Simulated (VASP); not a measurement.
Here is a VASP 6.6.1 calculation.

File INCAR:

```
PREC = Accurate ; ENCUT = 520
EDIFF = 1E-8 ; ISMEAR = -1
SIGMA = 0.02 ; LREAL = F
LASPH = T ; NELM = 100
ALGO = Normal ; ISIF = 2
LWAVE = F ; LCHARG = F
GGA = PE ; LEFG = T
NBANDS = 45
```

The input KPOINTS:

```
Automatic mesh
0
Gamma
  4 4 10
```

The input POSCAR:

```
Si3N4
1.0
    7.6045444358      0.0000000000      0.0000000000
   -3.8022722179      6.5857286656      0.0000000000
    0.0000000000      0.0000000000      2.9051990800
Si N
6 8
Direct
    0.2310824300      0.8249461500      0.7500000000
    0.4061362800      0.2310824300      0.2500000000
    0.8249461500      0.5938637200      0.2500000000
    0.1750538500      0.4061362800      0.7500000000
    0.5938637200      0.7689175700      0.7500000000
    0.7689175700      0.1750538500      0.2500000000
    0.3333333333      0.6666666667      0.7500000000
    0.6666666667      0.3333333333      0.2500000000
    0.9691944900      0.6698534000      0.7500000000
    0.2993410900      0.9691944900      0.2500000000
    0.6698534000      0.7006589100      0.2500000000
    0.3301466000      0.2993410900      0.7500000000
    0.0308055100      0.3301466000      0.2500000000
    0.7006589100      0.0308055100      0.7500000000
```

Potentials or basis: VASP PAW PBE potentials, release 64 (Si, N).

Run with:

```sh
$ cat potpaw_PBE.64/Si/POTCAR potpaw_PBE.64/N/POTCAR > POTCAR
$ mpirun -np 1 vasp_std > vasp.out
```

Task: Predict the largest force.

Result: 0.043 eV/Å.

Task: What does it give for the band gap on the k mesh?

Result: 4.33 eV, indirect (least direct gap 4.54 eV).

Task: Estimate the pressure.

Result: 5.4 GPa.

Forces on the atoms (eV/Å):
```
Si   0.007  0.043  0.000
Si  -0.034  0.027  0.000
Si   0.040  0.016  0.000
Si  -0.040 -0.016  0.000
Si   0.034 -0.027  0.000
Si  -0.007 -0.043  0.000
N    0.000  0.000  0.000
N    0.000  0.000  0.000
N    0.014  0.012  0.000
N   -0.004  0.018  0.000
N    0.017 -0.006  0.000
N   -0.017  0.006  0.000
N   -0.014 -0.012  0.000
N    0.004 -0.018  0.000
```

Caveat: without QUAD_EFG the Cq values of the log hold for a quadrupole moment of 1 mb, not for the nuclei. A hybrid or GW would open this gap; PBE tends to underestimate it.
